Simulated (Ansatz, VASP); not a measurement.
Two plane-wave programs on FeSi

```xyz
8
Lattice="4.2168 0.0000 0.0000 0.0000 4.2168 0.0000 0.0000 0.0000 4.2168" Properties=species:S:1:pos:R:3 pbc="T T T"
Fe    0.5963    0.5963    0.5963
Fe    1.5121    3.6205    2.7047
Fe    2.7047    1.5121    3.6205
Fe    3.6205    2.7047    1.5121
Si    3.5554    3.5554    3.5554
Si    2.7698    0.6614    1.4470
Si    1.4470    2.7698    0.6614
Si    0.6614    1.4470    2.7698
```

Alike in both runs: task single point; functional PBE; k mesh 8 × 8 × 8; occupations gaussian, width 0.02 eV; no spin polarisation.

|  | VASP | Ansatz |
| --- | --- | --- |
| version | VASP 6.6.1 | Ansatz 0.2.0 |
| potentials or method | VASP PAW PBE potentials, release 64 (Fe, Si), cutoff 520 eV | scalar-relativistic, plane waves, PAW |
| valence electrons in the cell | 48 | 80 |

Ansatz gave:

* gap on the k mesh at the Fermi level (eV): 0.16
* least direct gap on the mesh (eV): 0.18
* rms of the force components (eV/Å): 0.000

Question: Estimate VASP's values.

Answer: gap on the k mesh at the Fermi level (eV): 0.15; least direct gap on the mesh (eV): 0.18; rms of the force components (eV/Å): 0.017.

Atom by atom the forces differ by 0.018 eV/Å (rms over components). VASP's potentials hold 48 valence electrons a cell and Ansatz's 80, so a difference there can come from the potentials and not from the codes.
